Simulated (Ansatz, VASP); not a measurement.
**SnGeTe3 in VASP and in Ansatz**

INCAR

```
PREC = Accurate ; ENCUT = 500
EDIFF = 1E-6 ; ISMEAR = 0
SIGMA = 0.1 ; LREAL = F
LASPH = T ; NELM = 120
ALGO = Normal ; ISIF = 2
LWAVE = F ; LCHARG = T
GGA = PE ; LELF = T
LVHAR = T ; NBANDS = 31
GGA_COMPAT = F
```

File KPOINTS:

```
Automatic mesh
0
Gamma
  4 4 4
```

The input POSCAR:

```
SnGeTe3
1.0
    5.2756068900      0.0000000000      0.0000000000
    0.0000000000      5.2756068900      0.0000000000
    0.0000000000      0.0000000000      5.2756068900
Sn Ge Te
1 1 3
Direct
    0.0000000000      0.0000000000      0.0000000000
    0.5000000000      0.5000000000      0.5000000000
    0.0000000000      0.5000000000      0.5000000000
    0.5000000000      0.0000000000      0.5000000000
    0.5000000000      0.5000000000      0.0000000000
```

Input for Ansatz:

```yaml
crystal:
  lattice:
    - [5.27560689, 0.0, 0.0]
    - [0.0, 5.27560689, 0.0]
    - [0.0, 0.0, 5.27560689]
  atoms:
    - { symbol: Sn, position: [0.0, 0.0, 0.0] }
    - { symbol: Ge, position: [0.5, 0.5, 0.5] }
    - { symbol: Te, position: [0.0, 0.5, 0.5] }
    - { symbol: Te, position: [0.5, 0.0, 0.5] }
    - { symbol: Te, position: [0.5, 0.5, 0.0] }
basis:
  ecutwfc: 420
kpoints:
  mp_grid: { grid: [4, 4, 4] }
hamiltonian:
  xc: pbe
scf:
  occupations: { method: gaussian, width: 0.1 }
  lower_state_search: "off"
output:
  forces: true
  stress: true
  eigenvalues: true
```

Change from the starting cell: species swapped into the LuBRh3 type (Pm-3m, No. 221).

Alike in both runs: task single point; functional PBE; k mesh 4 × 4 × 4; occupations gaussian, width 0.1 eV; no spin polarisation.

|  | VASP | Ansatz |
| --- | --- | --- |
| version | VASP 6.6.1 | Ansatz 0.2.0 |
| potentials or method | VASP PAW PBE potentials, release 64 (Sn_d, Ge_d, Te), cutoff 500 eV | scalar-relativistic, plane waves, PAW |
| valence electrons in the cell | 46 | 76 |

|  | VASP | Ansatz | Ansatz less VASP |
| --- | --- | --- | --- |
| gap on the k mesh at the Fermi level (eV) | none | none | - |
| pressure (GPa) | 5.1 | 5.1 | +0.01 |

A gap of «none» marks a metal or a gap that the smearing closes. VASP's potentials hold 46 valence electrons a cell and Ansatz's 76, so a difference there can come from the potentials and not from the codes.

Neither program's run includes spin-orbit coupling.
